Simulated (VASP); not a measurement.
Here is a VASP 6.6.1 calculation.

Contents of INCAR:

```
PREC     = Accurate       # precision mode
ENCUT    = 910            # plane-wave cutoff, eV
EDIFF    = 1E-6           # SCF threshold, eV
ISMEAR   = -1             # smearing method
SIGMA    = 0.05           # smearing width, eV
LREAL    = False          # projectors in reciprocal space
LASPH    = True           # aspherical terms in the spheres
NELM     = 120            # most SCF steps
ALGO     = Normal         # electronic algorithm
ISIF     = 2              # what is computed and relaxed
LWAVE    = False          # write WAVECAR
LCHARG   = True           # write CHGCAR
GGA      = PS             # functional
LELF     = True           # ELF
LVHAR    = True         
NBANDS   = 12             # bands
GGA_COMPAT= False        
NELMDL   = -8
```

Contents of KPOINTS:

```
Automatic mesh
0
Gamma
  1 1 1
```

Contents of POSCAR:

```
N
1.0
    9.0000000000      0.0000000000      0.0000000000
    0.0000000000      9.5000000000      0.0000000000
    0.0000000000      0.0000000000     10.0000000000
N
2
Direct
    0.5000000000      0.5000000000      0.4449986396
    0.5000000000      0.5000000000      0.5550013604
```

Potentials or basis: VASP PAW PBE potentials, release 64 (N_h).

The run is started by

```bash
$ cat potpaw_PBE.64/N_h/POTCAR > POTCAR
$ mpirun -np 1 vasp_gam > vasp.out
```

Predict the largest force.

0.197 eV/Å.

Estimate the gap between the frontier levels.

8.24 eV.

Forces on the atoms (eV/Å):
```
N    0.000  0.000 -0.197
N    0.000  0.000  0.197
```

Caveat: the PAW data sets were made with another functional, which shifts forces and pressure a little.
